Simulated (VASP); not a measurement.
Write the native input for VASP 6.6.1 that does the following.

```yaml
Task: single point
Functional: r2SCAN
Potentials_or_basis: VASP PAW PBE potentials, release 64 (B, N)
Cutoff: 520 eV
k_mesh: 12 × 12 × 12
Occupations: gaussian, width 0.02 eV
Spin: no spin polarisation
Dipole_correction: no
Further_INCAR_settings: ALGO = Normal; EDIFF = 1e-06; NBANDS = 11
```

BN:

```
B N
1.0
     0.00000    1.80481    1.80481
     1.80481    0.00000    1.80481
     1.80481    1.80481    0.00000
B N
1 1
Cartesian
  0.0000 0.0000 0.0000
  2.7072 2.7072 2.7072
```

The input as run:

POSCAR

```
BN
1.0
    0.0000000000      1.8048137562      1.8048137562
    1.8048137562      0.0000000000      1.8048137562
    1.8048137562      1.8048137562      0.0000000000
B N
1 1
Direct
    0.0000000000      0.0000000000      0.0000000000
    0.7500000000      0.7500000000      0.7500000000
```

INCAR.step1

```
SYSTEM = BN
  PREC = Accurate
  ENCUT = 520
  ISMEAR = 0
  SIGMA = 0.02
  LREAL = .False.
  LASPH = .True.
  NELM = 100
  NBANDS = 11
  GGA = PE
  ALGO = Normal
  EDIFF = 1E-4
  LWAVE = .True.
  LCHARG = .False.
```

INCAR.step2

```
SYSTEM = BN
  PREC = Accurate
  ENCUT = 520
  EDIFF = 1E-6
  ISMEAR = 0
  SIGMA = 0.02
  LREAL = .False.
  LASPH = .True.
  NELM = 100
  ALGO = Normal
  ISIF = 2
  LWAVE = .False.
  LCHARG = .False.
  METAGGA = R2SCAN
  LMIXTAU = .True.
  NBANDS = 11
  ISTART = 1
```

KPOINTS

```
Automatic mesh
0
Gamma
  12 12 12
  0 0 0
```

Potentials or basis: VASP PAW PBE potentials, release 64 (B, N).

The run is started by

```console
$ cat potpaw_PBE.64/B/POTCAR potpaw_PBE.64/N/POTCAR > POTCAR
$ cp INCAR.step1 INCAR
$ mpirun -np 1 vasp_std > vasp.out
$ cp INCAR.step2 INCAR
$ mpirun -np 1 vasp_std > vasp.out
```

It gave:

The pressure is 1.2 GPa and the band gap on the k mesh is 4.98 eV (least direct gap 9.55 eV).

Caveat: the PAW data sets were made with another functional, which shifts forces and pressure a little.

Run time: 20 s on 1 thread of Intel(R) Xeon(R) 6975P-C (Granite Rapids), with other jobs on the host, peak memory 0.13 GiB.
